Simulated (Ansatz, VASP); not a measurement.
# Mg6F: VASP beside Ansatz

```
CELL_PARAMETERS angstrom
3.20344 0.00000 0.00000
-1.60172 7.81532 0.00000
0.00000 0.00000 20.98511
ATOMIC_POSITIONS crystal
Mg 0.84939 0.69878 0.19061
Mg 0.52100 0.04200 0.21976
Mg 0.19261 0.38523 0.24891
Mg 0.37107 0.74148 0.32830
Mg 0.04262 0.08345 0.35424
Mg 0.71282 0.42511 0.38051
F 0.71282 0.80011 0.43007
```

Alike in both runs: task single point; functional PBE; k mesh 9 × 4 × 1; occupations gaussian, width 0.1 eV; no spin polarisation.

|  | VASP | Ansatz |
| --- | --- | --- |
| version | VASP 6.6.1 | Ansatz 0.2.0 |
| potentials or method | VASP PAW PBE potentials, release 64 (Mg, F), cutoff 520 eV | scalar-relativistic, plane waves, PAW |
| valence electrons in the cell | 19 | 67 |

VASP gave:

```
gap on the k mesh at the Fermi level (eV) : none
rms of the force components (eV/Å)        : 0.583
```

Q: What did Ansatz give for the same quantities?

A: gap on the k mesh at the Fermi level (eV): none; rms of the force components (eV/Å): 0.584.

Atom by atom the forces differ by 0.003 eV/Å (rms over components). A gap of «none» marks a metal or a gap that the smearing closes. With one functional, cell and mesh, what is left measures potentials, basis and numerics. VASP's potentials hold 19 valence electrons a cell and Ansatz's 67, so a difference there can come from the potentials and not from the codes.
